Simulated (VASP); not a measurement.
Here is a VASP 6.6.1 calculation.

File INCAR:

```
SYSTEM = Sn
PREC = Accurate
ENCUT = 520
EDIFF = 1E-6
ISMEAR = 0
SIGMA = 0.1
LREAL = .False.
LASPH = .True.
NELM = 80
ALGO = Fast
ISIF = 2
LWAVE = .False.
LCHARG = .False.
GGA = CA
NBANDS = 21
```

KPOINTS

```
Automatic mesh
0
Gamma
  12 12 12
  0 0 0
```

Contents of POSCAR:

```
Sn
1.0
    0.0000000000      3.2370950742      3.2370950742
    3.2370950742      0.0000000000      3.2370950742
    3.2370950742      3.2370950742      0.0000000000
Sn
2
Direct
    0.0000000000      0.0000000000      0.0000000000
    0.2500000000      0.2500000000      0.2500000000
```

Potentials or basis: VASP PAW LDA potentials, release 64 (Sn_d).

Command:

```console
$ cat potpaw_LDA.64/Sn_d/POTCAR > POTCAR
$ mpirun -np 1 vasp_std > vasp.out
```

Q: What does it give for the pressure?

A: 0.0 GPa.

Q: Estimate the band gap on the k mesh.

A: Zero (bands 14 and 15 overlap by 0.17 eV).

Caveat: spin-orbit coupling is left out, which moves the levels of the heavy elements.
